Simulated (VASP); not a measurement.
# Ta2N: single point with PBE

The system is Ta2N.

```
Ta N
1.0
    -3.10114    0.00000    0.00000
    -1.55057   -2.68567    0.00000
     0.00000    0.00000   11.26378
Ta N
4 2
Direct
  0.66667 0.66667 0.10615
  0.66667 0.66667 0.53956
  0.33333 0.33333 0.76068
  0.33333 0.33333 0.32727
  0.00000 0.00000 0.65012
  0.00000 0.00000 0.21671
```

This cell differs from its parent crystal: the distance across one plane changed.

```
Program                : VASP 6.6.1
Task                   : single point
Functional             : PBE
Potentials or basis    : VASP PAW PBE potentials, release 64 (Ta_pv, N)
Cutoff                 : 520 eV
k mesh                 : 17 × 17 × 5
Occupations            : gaussian, width 0.15 eV
Spin                   : no spin polarisation
Dipole correction      : no
Further INCAR settings : ALGO = Normal; EDIFF = 1e-06; NBANDS = 36
```

```json
{
  "Pressure": "-6.9 GPa",
  "Largest force": "0.879 eV/Å",
  "Band gap on the k mesh": "zero (bands 27 and 28 overlap by 0.91 eV)"
}
```

Forces in eV/Å, atoms in the order of the input:
```
Ta   0.000  0.000 -0.879
Ta   0.000  0.000  0.046
Ta   0.000  0.000  0.879
Ta   0.000  0.000 -0.046
N    0.000  0.000  0.071
N    0.000  0.000 -0.071
```

Stress tensor (GPa, compression positive):
```
 -5.27   0.00   0.00
  0.00  -5.27   0.00
  0.00   0.00 -10.20
```

Levels at points of the mesh, in eV from the Fermi level:
| k point | band 25 | band 26 | band 27 | band 28 | band 29 | band 30 |
| --- | --- | --- | --- | --- | --- | --- |
| (0.00, 0.00, 0.00) | -0.72 | -0.72 | -0.20 | -0.20 | 0.47 | 0.80 |

It took 6.7 min on 1 thread of Intel Xeon 8259CL, with other jobs on the host, peak memory 0.45 GiB.

Caveat: the cell differs from its parent crystal (the distance across one plane changed); the cell stands under tension; spin-orbit coupling is left out, which moves the levels of the heavy elements.
